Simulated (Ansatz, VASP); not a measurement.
# Zn: VASP beside Ansatz

Contents of INCAR:

```
SYSTEM = Zn
  PREC = Accurate
  ENCUT = 520
  EDIFF = 1E-8
  ISMEAR = -1
  SIGMA = 0.05
  LREAL = .FALSE.
  LASPH = .TRUE.
  NELM = 100
  ALGO = Normal
  ISIF = 2
  LWAVE = .FALSE.
  LCHARG = .FALSE.
  GGA = PE
  LEFG = .TRUE.
  NBANDS = 19
```

The input KPOINTS:

```
regular mesh
0
G
  11 11 11
  0 0 0
```

Contents of POSCAR:

```
Zn
1.0
    0.0000000000      2.9088992051      2.9088992051
    2.9088992051      0.0000000000      2.9088992051
    2.9088992051      2.9088992051      0.0000000000
Zn
2
Direct
    0.0137509062      0.0137509062     -0.0137509062
    0.2500000000      0.2500000000      0.2500000000
```

Input for Ansatz:

```yaml
crystal:
  lattice:
    - [0.0, 2.9088992051, 2.9088992051]
    - [2.9088992051, 0.0, 2.9088992051]
    - [2.9088992051, 2.9088992051, 0.0]
  atoms:
    - { symbol: Zn, position: [0.0137509062, 0.0137509062, -0.0137509062] }
    - { symbol: Zn, position: [0.25, 0.25, 0.25] }
kpoints:
  mp_grid: { grid: [11, 11, 11] }
scf:
  occupations: { method: fermi_dirac, width: 0.05 }
hamiltonian:
  xc: pbe
  pseudopotentials: { kind: all_electron, datasets: crystal }
output:
  forces: true
  stress: true
  eigenvalues: true
  efg: { contact_densities: true }
```

Alike in both runs: task electric field gradients; functional PBE; k mesh 11 × 11 × 11; occupations fermi-dirac, width 0.05 eV; no spin polarisation.

|  | VASP | Ansatz |
| --- | --- | --- |
| version | VASP 6.6.1 | Ansatz 0.2.0 |
| potentials or method | VASP PAW PBE potentials, release 64 (Zn), cutoff 520 eV | all-electron PAW with datasets made for the crystal, scalar-relativistic |

|  | VASP | Ansatz | Ansatz less VASP |
| --- | --- | --- | --- |
| pressure (GPa) | 0.3 | 0.1 | -0.14 |
| traceless stress, the component that is largest in VASP (GPa) | 1.47 | 1.44 | -0.027 |
| rms of the force components (eV/Å) | 0.136 | 0.134 | -0.0024 |
| size of Vzz on the site where it differs most (V/Å²) | 8.1 | 7.0 | -1.11 |

Atom by atom the forces differ by 0.002 eV/Å (rms over components). Ansatz ran all-electron here, and VASP with PAW potentials.
